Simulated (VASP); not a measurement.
Wanted: the native input for a VASP 6.6.1 run.

```yaml
Task: single point
Functional: PBEsol
Potentials_or_basis: VASP PAW PBE potentials, release 64 (Ta_pv, N)
Cutoff: 520 eV
k_mesh: 15 × 15 × 8
Occupations: gaussian, width 0.15 eV
Spin: no spin polarisation
Dipole_correction: no
Further_INCAR_settings: ALGO = Normal; EDIFF = 1e-06; NBANDS = 24
```

The structure of TaN lies in POSCAR:

```
TaN
1.0
    3.0047478704      0.0000000000      0.0000000000
   -1.5023739352      2.6021879877      0.0000000000
    0.0000000000      0.0000000000      5.8600190937
Ta N
2 2
Direct
    0.0000000000      0.0000000000      0.0000000000
    0.0000000000      0.0000000000      0.5000000000
    0.3333333333      0.6666666667      0.2500000000
    0.6666666667      0.3333333333      0.7500000000
```

The input as run:

INCAR

```
SYSTEM = TaN
PREC     = Accurate       ! precision mode
ENCUT    = 520            ! plane-wave cutoff, eV
EDIFF    = 1E-6           ! SCF threshold, eV
ISMEAR   = 0              ! smearing method
SIGMA    = 0.15           ! smearing width, eV
LREAL    = .False.        ! projectors in reciprocal space
LASPH    = .True.         ! aspherical terms in the spheres
NELM     = 60             ! most SCF steps
ALGO     = Normal         ! electronic algorithm
ISIF     = 2              ! what is computed and relaxed
LWAVE    = .False.        ! write WAVECAR
LCHARG   = .True.         ! write CHGCAR
GGA      = PS             ! functional
LELF     = .True.         ! ELF
LVHAR    = .True.       
NBANDS   = 24             ! bands
```

KPOINTS

```
Automatic mesh
0
Gamma
  15 15 8
  0 0 0
```

Potentials or basis: VASP PAW PBE potentials, release 64 (Ta_pv, N).

The run is started by

```console
$ cat potpaw_PBE.64/Ta_pv/POTCAR potpaw_PBE.64/N/POTCAR > POTCAR
$ mpirun -np 1 vasp_std > vasp.out
```

Results of the run:

```json
{
 "Pressure": "-21.4 GPa",
 "Band gap on the k mesh": "zero (band 16 reaches 8.15 eV, above the bottom of band 17 at 7.19 eV)"
}
```

Caveat: the PAW data sets were made with another functional, which shifts forces and pressure a little; spin-orbit coupling is left out, which moves the levels of the heavy elements.

Run time: 2 min on 1 thread of Intel(R) Xeon(R) Platinum 8175M CPU @ 2.50GHz (Skylake/Cascade Lake) (shared host), peak memory 0.26 GiB.
